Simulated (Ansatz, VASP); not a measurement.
**ZnAu: VASP beside Ansatz**

The input INCAR:

```
SYSTEM = ZnAu
ALGO = Normal
EDIFF = 1E-6
ENCUT = 500
GGA_COMPAT = .False.
ISIF = 2
ISMEAR = -1
LASPH = .True.
LCHARG = .True.
LELF = .True.
LREAL = .False.
LVHAR = .True.
LWAVE = .False.
NBANDS = 18
NELM = 120
PREC = Accurate
SIGMA = 0.15
```

File KPOINTS:

```
k-points
0
Gamma
  5 5 5
  0 0 0
```

The input POSCAR:

```
ZnAu
1.0
    3.1470000000      0.0000000000      0.0000000000
    0.0000000000      3.1470000000      0.0000000000
    0.0000000000      0.0000000000      3.1470000000
Zn Au
1 1
Direct
    0.5000000000      0.5000000000      0.5000000000
    0.0300000000      0.0000000000      0.0000000000
```

Input for Ansatz:

```yaml
crystal:
  lattice:
    - [3.147, 0.0, 0.0]
    - [0.0, 3.147, 0.0]
    - [0.0, 0.0, 3.147]
  atoms:
    - { symbol: Zn, position: [0.5, 0.5, 0.5] }
    - { symbol: Au, position: [0.03, 0.0, 0.0] }
basis:
  ecutwfc: 462.593566181796
kpoints:
  mp_grid:
    grid: [5, 5, 5]
hamiltonian:
  xc: lda
scf:
  occupations:
    method: fermi_dirac
    width: 0.15
output:
  forces: true
```

Alike in both runs: task single point; functional LDA; k mesh 5 × 5 × 5; occupations fermi-dirac, width 0.15 eV; no spin polarisation.

|  | VASP | Ansatz |
| --- | --- | --- |
| version | VASP 6.6.1 | Ansatz 0.2.0 |
| potentials or method | VASP PAW LDA potentials, release 64 (Zn, Au), cutoff 500 eV | plane waves, PAW |
| valence electrons in the cell | 23 | 31 |

|  | VASP | Ansatz | Ansatz less VASP |
| --- | --- | --- | --- |
| gap on the k mesh at the Fermi level (eV) | none | none | - |
| rms of the force components (eV/Å) | 0.163 | 0.156 | -0.0068 |

LDA's correlation is that of Perdew and Zunger in VASP and of Perdew and Wang (1992) in Ansatz. Atom by atom the forces differ by 0.007 eV/Å (rms over components). A gap of «none» marks a metal or a gap that the smearing closes. VASP's potentials hold 23 valence electrons a cell and Ansatz's 31, so a difference there can come from the potentials and not from the codes.

The k mesh is coarse, so the values compare programs but aren't converged. Spin-orbit coupling is off throughout.
